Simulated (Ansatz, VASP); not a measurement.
RhN in VASP and in Ansatz

The input INCAR:

```
SYSTEM = RhN
ALGO = Normal
EDIFF = 1E-6
ENCUT = 520
GGA = PS
ISIF = 2
ISMEAR = 0
ISPIN = 2
LASPH = .True.
LCHARG = .False.
LDAU = .True.
LDAUJ = 0 0
LDAUL = 2 -1
LDAUPRINT = 1
LDAUTYPE = 2
LDAUU = 7 0
LMAXMIX = 4
LORBIT = 11
LREAL = .False.
LWAVE = .False.
MAGMOM = 0.6 -0.3 0 0
NBANDS = 32
NELM = 150
PREC = Accurate
SIGMA = 0.05
```

File KPOINTS:

```
k-points
0
Gamma
  7 7 4
  0 0 0
```

Contents of POSCAR:

```
RhN
1.0
    2.9628278700      0.0000000000      0.0000000000
   -1.4814139400      2.5658842000      0.0000000000
    0.0000000000      0.0000000000      5.7831464200
Rh N
2 2
Direct
    0.0000000000      0.0000000000      0.0000000000
    0.0000000000      0.0000000000      0.5000000000
    0.6666666667      0.3333333333      0.2500000000
    0.6666666667      0.3333333333      0.7500000000
```

The input input.yaml:

```yaml
crystal:
  lattice:
    - [2.96282787, 0.0, 0.0]
    - [-1.48141394, 2.5658842, 0.0]
    - [0.0, 0.0, 5.78314642]
  atoms:
    - { symbol: Rh, position: [0.0, 0.0, 0.0], spin: 0.6 }
    - { symbol: Rh, position: [0.0, 0.0, 0.5], spin: -0.3 }
    - { symbol: "N", position: [0.6666666667, 0.3333333333, 0.25] }
    - { symbol: "N", position: [0.6666666667, 0.3333333333, 0.75] }
hamiltonian:
  xc: pbesol
  pseudopotentials: { kind: paw }
  hubbard: { sites: [{ species: Rh, l: d, u_eff: 7.0 }] }
magnetization:
  spin_polarized: true
kpoints:
  mp_grid: { grid: [7, 7, 4] }
scf:
  occupations: { method: gaussian, width: 0.05 }
output:
  forces: true
  stress: true
  eigenvalues: true
```

Alike in both runs: task single point; functional PBEsol; k mesh 7 × 7 × 4; occupations gaussian, width 0.05 eV; collinear spin; Hubbard terms Rh d U = 7.0 eV.

|  | VASP | Ansatz |
| --- | --- | --- |
| version | VASP 6.6.1 | Ansatz 0.2.0 |
| potentials or method | VASP PAW PBE potentials, release 64 (Rh_pv, N) | Ansatz PAW |
| plane-wave cutoff (eV) | 520 | 420 |
| valence electrons in the cell | 40 | 44 |

```tsv
	VASP	Ansatz	Ansatz less VASP
gap on the k mesh at the Fermi level (eV)	none	none	-
pressure (GPa)	-12.3	-12.6	-0.21
traceless stress, the component that is largest in VASP (GPa)	-5.77	0.35	+6.113
rms of the force components (eV/Å)	0.000	0.012	+0.0121
net moment per atom (μB)	0.00	0.00	0.000
size of the moment on the site where the two differ most (μB)	2.04	0.01	-2.028
```

VASP's potentials were made for PBE, not for PBEsol. Site moments also hang on the region over which each program counts them. The programs project onto different local orbitals, so the same U acts differently, and such runs can settle in different states. Atom by atom the forces differ by 0.012 eV/Å (rms over components). A gap of «none» marks a metal or a gap that the smearing closes. VASP's potentials hold 40 valence electrons a cell and Ansatz's 44, so a difference there can come from the potentials and not from the codes.

Noted on Ansatz's run: the magnetic or orbital state may not be the lowest.
